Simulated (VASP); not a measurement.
Here is a VASP 6.6.1 calculation.

INCAR

```
SYSTEM = Si
ALGO = Normal
EDIFF = 1E-7
ENCUT = 520
GGA = CA
ISIF = 2
ISMEAR = 0
LASPH = .TRUE.
LCHARG = .FALSE.
LREAL = .FALSE.
LWAVE = .FALSE.
NBANDS = 11
NELM = 100
PREC = Accurate
SIGMA = 0.05
```

Contents of KPOINTS:

```
k-points
0
G
  10 10 10
  0 0 0
```

The input POSCAR:

```
Si
1.0
    0.0407320500      2.7154700000      2.7154700000
    2.7562020500      0.0000000000      2.7562020500
    2.7154700000      2.7154700000      0.0407320500
Si
2
Direct
    0.5000000000      0.5000000000      0.5000000000
    0.7500000000      0.7500000000      0.7500000000
```

Potentials or basis: VASP PAW LDA potentials, release 64 (Si).

The run is started by

```bash
$ cat potpaw_LDA.64/Si/POTCAR > POTCAR
$ mpirun -np 1 vasp_std > vasp.out
```

(1) What does it give for the pressure?

(2) Predict the band gap on the k mesh.

Answers

(1) -1.4 GPa.

(2) 0.40 eV, indirect (least direct gap 2.26 eV).

Caveat: the cell differs from its parent crystal (strain +0.0300 x Voigt [0, 0, 0, 0, 1, 0]).
